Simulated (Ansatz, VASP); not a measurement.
## Al: VASP beside Ansatz

```
Al
1.0
     3.01140    0.00000    0.00000
    -1.50570    2.60795    0.00000
     0.00000    0.00000    9.64030
Al
4
Cartesian
  0.0000 0.0000 0.0000
  0.0000 1.7386 2.4101
  0.0000 0.0000 4.8201
  1.5057 0.8693 7.2302
```

Alike in both runs: task single point; functional PBE; dispersion D3(BJ); k mesh 18 × 18 × 4; occupations gaussian, width 0.15 eV; no spin polarisation.

|  | VASP | Ansatz |
| --- | --- | --- |
| version | VASP 6.6.1 | Ansatz 0.2.0 |
| potentials or method | VASP PAW PBE potentials, release 64 (Al), cutoff 520 eV | scalar-relativistic, plane waves, PAW |
| valence electrons in the cell | 12 | 12 |

|  | VASP | Ansatz | Ansatz less VASP |
| --- | --- | --- | --- |
| gap on the k mesh at the Fermi level (eV) | none | none | - |
| pressure (GPa) | -10.0 | -10.0 | 0.00 |
| traceless stress, the component that is largest in VASP (GPa) | 0.79 | 0.79 | +0.001 |

A gap of «none» marks a metal or a gap that the smearing closes.
